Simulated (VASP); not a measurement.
# SnO2 (P4_2/mnm) in VASP: further runs

The runs below take SnO2 through single point, with r2SCAN.

Everything below comes from runs of VASP 6.6.1. Logs are shortened: lines on timing, memory, paths and dates and some standing lists are left out, and cuts for length are marked.

**1. The cell of the first run**

The structure is tetragonal, space group P4_2/mnm (No. 136). Conventional cell: a = 4.663 Å, b = 4.663 Å, c = 3.135 Å, α = 90.00°, β = 90.00°, γ = 90.00°. Sn (site symmetry mmm) has 6 O at 2.02 Å within 2.7 Å. Within 2.7 Å of O (site symmetry m2m) lie 3 Sn at 2.02 Å and 1 O at 2.56 Å.

**2. Single point, r2SCAN (11.36 Å³/atom)**

POSCAR

```
SnO2
1.0
    4.6633146763      0.0000000000      0.0000000000
    0.0000000000      4.6633146763      0.0000000000
    0.0000000000      0.0000000000      3.1348350384
Sn O
2 4
Direct
    0.0000000000      0.0000000000      0.0000000000
    0.5000000000      0.5000000000      0.5000000000
    0.3058809152      0.3058809152      0.0000000000
    0.1941190848      0.8058809152      0.5000000000
    0.6941190848      0.6941190848      0.0000000000
    0.8058809152      0.1941190848      0.5000000000
```

INCAR.step1

```
  PREC = Accurate
  ENCUT = 520
  ISMEAR = 0
  SIGMA = 0.01
  LREAL = False
  LASPH = True
  NELM = 100
  NBANDS = 35
  GGA = PE
  ALGO = Normal
  EDIFF = 1E-4
  LWAVE = True
  LCHARG = False
```

INCAR.step2

```
  PREC = Accurate
  ENCUT = 520
  EDIFF = 1E-6
  ISMEAR = 0
  SIGMA = 0.01
  LREAL = False
  LASPH = True
  NELM = 100
  ALGO = Normal
  ISIF = 2
  LWAVE = False
  LCHARG = False
  METAGGA = R2SCAN
  LMIXTAU = True
  NBANDS = 35
  ISTART = 1
```

KPOINTS

```
Automatic mesh
0
Gamma
  4 4 6
```

Potentials or basis: VASP PAW PBE potentials, release 64 (Sn_d, O).

Command:

```sh
> cat potpaw_PBE.64/Sn_d/POTCAR potpaw_PBE.64/O/POTCAR > POTCAR
> cp INCAR.step1 INCAR
> mpirun -np 1 vasp_std > vasp.out
> cp INCAR.step2 INCAR
> mpirun -np 1 vasp_std > vasp.out
```

OUTCAR:

```text
PREC = Accurate
   ENCUT = 520
   EDIFF = 1E-6
   ISMEAR = 0
   LREAL = False
   LASPH = True
   NELM = 100
   ISIF = 2
   METAGGA = R2SCAN
   ISTART = 1

 ion  position               nearest neighbor table
   1  0.000  0.000  0.000-   3 2.02   5 2.02   4 2.02   6 2.02   4 2.02   6 2.02   2 3.65   2 3.65
                             2 3.65   2 3.65   2 3.65   2 3.65   2 3.65   2 3.65
   2  0.500  0.500  0.500-   4 2.02   6 2.02   5 2.02   3 2.02   3 2.02   5 2.02   1 3.65   1 3.65
                             1 3.65   1 3.65   1 3.65   1 3.65   1 3.65   1 3.65
   3  0.306  0.306  0.000-   1 2.02   2 2.02   2 2.02
   4  0.194  0.806  0.500-   2 2.02   1 2.02   1 2.02
   5  0.694  0.694  0.000-   1 2.02   2 2.02   2 2.02
   6  0.806  0.194  0.500-   2 2.02   1 2.02   1 2.02

  LATTYP: Found a simple tetragonal cell.
 ALAT       =     4.6633146763
 C/A-ratio  =     0.6722332195

  Lattice vectors:

 A1 = (   4.6633146763,   0.0000000000,   0.0000000000)
 A2 = (   0.0000000000,   4.6633146763,   0.0000000000)
 A3 = (   0.0000000000,   0.0000000000,   3.1348350384)

Analysis of symmetry for initial positions (statically):
=====================================================================
 Subroutine PRICEL returns:
 Original cell was already a primitive cell.

 Routine SETGRP: Setting up the symmetry group for a
 simple tetragonal supercell.

 Subroutine GETGRP returns: Found 16 space group operations
 (whereof  8 operations were pure point group operations)
 out of a pool of 16 trial point group operations.

The static configuration has the point symmetry D_2h.
 The point group associated with its full space group is D_4h.

Analysis of symmetry for dynamics (positions and initial velocities):
=====================================================================
 Subroutine PRICEL returns:
 Original cell was already a primitive cell.

 Routine SETGRP: Setting up the symmetry group for a
 simple tetragonal supercell.

 Subroutine GETGRP returns: Found 16 space group operations
 (whereof  8 operations were pure point group operations)
 out of a pool of 16 trial point group operations.

The dynamic configuration has the point symmetry D_2h.
 The point group associated with its full space group is D_4h.

 Subroutine INISYM returns: Found 16 space group operations
 (whereof  8 operations are pure point group operations),
 and found     1 'primitive' translations

----------------------------------------------------------------------------------------

                                     Primitive cell

[... 102 lines left out ...]
   NFREE  =      0    steps in history (QN), initial steepest desc. (CG)
   ISIF   =      2    stress and relaxation
   ISYM   =      2    0-nonsym 1-usesym 2-fastsym
   POTIM  = 0.5000    time-step for ionic-motion
   TEBEG  =    0.0;   TEEND  =   0.0 temperature during run
   PSTRESS=    0.0 pullay stress
   NELECT =      52.0000    total number of electrons
   NUPDOWN=      -1.0000    fix difference up-down
   EMIN   =  10.00;   EMAX   =-10.00  energy-range for DOS
   EFERMI =   0.00;   METHOD = LEGACY
   ISMEAR =     0;   SIGMA  =   0.01  broadening in eV -4-tet -1-fermi 0-gaus
   EFERMI_NEDOS =   21; number of points for ismear=-14 and -15
   IALGO  =     38    algorithm
   IMIX   =      4    mixing-type and parameters
     AMIX     =   0.40;   BMIX     =  1.00
     AMIX_MAG =   1.60;   BMIX_MAG =  1.00
  volume/ion in A,a.u.               =      11.36        76.67
  Fermi-wavevector in a.u.,A,eV,Ry     =   1.495804  2.826659 30.442061  2.237428
  Thomas-Fermi vector in A             =   2.607901
   LORBIT       =      0    0 simple, 1 ext, 2 COOP (PROOUT), +10 PAW based schemes
   METAGGA = R2SCAN    functional components
   LHFCALC =     F    Hartree Fock is set to
   AEXX    =    0.0000 exact exchange contribution
   IVDW    =     0    specifies the selected vdW correction
   LEPSILON=     F    determine dielectric tensor
   LRPA    =     F    only Hartree local field effects (RPA)
 non-spin polarized calculation
 Gauss-broadening in eV      SIGMA  =   0.01
  energy-cutoff  :      520.00
  volume of cell :       68.17
 maximum number of plane-waves:      1856
 NGX is ok and might be reduce to    36
   NGX = 17   NGY = 17   NGZ = 11

 number of electron      51.9999982 magnetization

 Free energy of the ion-electron system (eV)
  ---------------------------------------------------
  ext. energy  EPLUGINS =         0.00000000
  ---------------------------------------------------
  free energy    TOTEN  =       -84.38837939 eV

  energy without entropy =      -84.38837939  energy(sigma->0) =      -84.38837939

 E-fermi :   6.3831     XC(G=0): -12.3271

 val. band max:        6.2904924483   @ k =   0.0000   0.0000   0.0000
 cond. band min:       8.8617340609   @ k =   0.0000   0.0000   0.0000
 fundamental gap:      2.5712416126
 Fermi energy:         6.3831349844

 k-point     1 :       0.0000    0.0000    0.0000
  band No.  band energies     occupation
      1     -15.5833      2.00000
      2     -14.6023      2.00000
      3     -14.0705      2.00000
      4     -14.0703      2.00000
      5     -14.0703      2.00000
      6     -14.0385      2.00000
[... 901 lines left out ...]
     34      19.0709      0.00000
     35      20.6747      0.00000

------------------------ aborting loop because EDIFF is reached ----------------------------------------

  FORCE on cell =-STRESS in cart. coord.  units (eV):
  Direction    XX          YY          ZZ          XY          YZ          ZX
  --------------------------------------------------------------------------------------
  -------------------------------------------------------------------------------------
  Total        6.4800941      6.4800941      8.5998649      0.0000000      0.0000000      0.0000000
  in kB      152.2957420    152.2957420    202.1147795      0.0000000      0.0000000      0.0000000
  external PRESSURE =     168.9020878 kB  Pullay stress =       0.0000000 kB

 VOLUME and BASIS-vectors are now :
 -----------------------------------------------------------------------------
  energy-cutoff  :      520.00
  volume of cell :       68.17
      direct lattice vectors                 reciprocal lattice vectors
     4.663314676  0.000000000  0.000000000     0.214439743  0.000000000  0.000000000
     0.000000000  4.663314676  0.000000000     0.000000000  0.214439743  0.000000000
     0.000000000  0.000000000  3.134835038     0.000000000  0.000000000  0.318996052

 POSITION                                       TOTAL-FORCE (eV/Angst)
 -----------------------------------------------------------------------------------
      0.00000      0.00000      0.00000         0.000000     -0.000000      0.000000
      2.33166      2.33166      1.56742         0.000000     -0.000000      0.000000
      1.42642      1.42642      0.00000        -0.189828     -0.189828     -0.000000
      0.90524      3.75808      1.56742         0.189828     -0.189828     -0.000000
      3.23690      3.23690      0.00000         0.189828      0.189828      0.000000
      3.75808      0.90524      1.56742        -0.189828      0.189828      0.000000
 -----------------------------------------------------------------------------------
    total drift:                                0.000000      0.000000     -0.000000

  FREE ENERGIE OF THE ION-ELECTRON SYSTEM (eV)
  ---------------------------------------------------
  free  energy   TOTEN  =       -84.3883793932 eV

  energy  without entropy=      -84.3883793932  energy(sigma->0) =      -84.38837939
```

It took 4.3 min on 1 thread of AMD EPYC 7R13, shared host; peak memory 0.17 GiB.

What came out:

```
Free energy            : -84.3884 eV
Pressure               : 16.9 GPa
Largest force          : 0.268 eV/Å
Band gap on the k mesh : 2.57 eV
```

Forces in eV/Å, atoms in the order of the input:
```
Sn   0.000  0.000  0.000
Sn   0.000  0.000  0.000
O   -0.190 -0.190  0.000
O    0.190 -0.190  0.000
O    0.190  0.190  0.000
O   -0.190  0.190  0.000
```

Caveat: the cell stands under pressure; the PAW data sets were made with another functional, which shifts forces and pressure a little; spin-orbit coupling is left out, which moves the levels of the heavy elements.

**3. Single point, r2SCAN (11.72 Å³/atom)**

This run uses another cell than the first one, of 11.72 Å³/atom.

POSCAR, as its differences from that of step 2:

```diff
@@ -2,5 +2,5 @@
 1.0
-    4.6633146763      0.0000000000      0.0000000000
-    0.0000000000      4.6633146763      0.0000000000
-    0.0000000000      0.0000000000      3.1348350384
+    4.7124058068      0.0000000000      0.0000000000
+    0.0000000000      4.7124058068      0.0000000000
+    0.0000000000      0.0000000000      3.1678357271
 Sn O
```

INCAR.step1

```
SYSTEM = SnO2
ALGO = Normal
EDIFF = 1E-4
ENCUT = 520
GGA = PE
ISMEAR = 0
LASPH = .TRUE.
LCHARG = .FALSE.
LREAL = .FALSE.
LWAVE = .TRUE.
NBANDS = 35
NELM = 100
PREC = Accurate
SIGMA = 0.01
```

INCAR.step2

```
SYSTEM = SnO2
ALGO = Normal
EDIFF = 1E-6
ENCUT = 520
ISIF = 2
ISMEAR = 0
ISTART = 1
LASPH = .TRUE.
LCHARG = .TRUE.
LELF = .TRUE.
LMIXTAU = .TRUE.
LREAL = .FALSE.
LVHAR = .TRUE.
LWAVE = .FALSE.
METAGGA = R2SCAN
NBANDS = 35
NELM = 100
PREC = Accurate
SIGMA = 0.01
```

KPOINTS

```
k-points
0
G
  4 4 6
  0 0 0
```

Potentials or basis: VASP PAW PBE potentials, release 64 (Sn_d, O).

Command:

```sh
> cat potpaw_PBE.64/Sn_d/POTCAR potpaw_PBE.64/O/POTCAR > POTCAR
> cp INCAR.step1 INCAR
> mpirun -np 1 vasp_std > vasp.out
> cp INCAR.step2 INCAR
> mpirun -np 1 vasp_std > vasp.out
```

It took 3.5 min on 1 thread of AMD EPYC 7R13, shared host; peak memory 0.17 GiB.

The run converged. Its results:

```
Free energy            : -84.5622 eV
Pressure               : 8.3 GPa
Largest force          : 0.139 eV/Å
Band gap on the k mesh : 2.17 eV
```

Forces on the atoms (eV/Å):
```
Sn   0.000  0.000  0.000
Sn   0.000  0.000  0.000
O   -0.098 -0.098  0.000
O    0.098 -0.098  0.000
O    0.098  0.098  0.000
O   -0.098  0.098  0.000
```

Stress tensor (GPa, compression positive):
```
 7.44  0.00  0.00
 0.00  7.44  0.00
 0.00  0.00 10.04
```

Levels at points of the mesh, in eV from the valence-band top:
| k point | band 23 | band 24 | band 25 | band 26 | band 27 | band 28 | band 29 | band 30 |
| --- | --- | --- | --- | --- | --- | --- | --- | --- |
| (0.00, 0.00, 0.00) | -1.20 | -0.81 | -0.81 | 0.00 | 2.17 | 7.12 | 7.24 | 7.24 |
| (0.50, 0.00, 0.00) | -1.16 | -1.16 | -0.64 | -0.64 | 5.36 | 5.36 | 8.00 | 8.00 |
| (0.50, 0.50, 0.00) | -1.28 | -1.28 | -0.95 | -0.95 | 5.81 | 5.81 | 8.46 | 8.46 |
| (0.00, 0.00, 0.50) | -1.75 | -1.75 | -1.31 | -1.31 | 7.27 | 7.27 | 10.76 | 10.76 |
| (0.50, 0.00, 0.50) | -1.16 | -1.16 | -0.66 | -0.66 | 7.55 | 7.55 | 9.12 | 9.12 |
| (0.50, 0.50, 0.50) | -0.99 | -0.99 | -0.89 | -0.89 | 5.86 | 5.86 | 9.81 | 9.81 |

Caveat: the cell stands under pressure; the PAW data sets were made with another functional, which shifts forces and pressure a little; spin-orbit coupling is left out, which moves the levels of the heavy elements. r2SCAN opens gaps a little over a GGA but as a rule still falls short of measured ones.
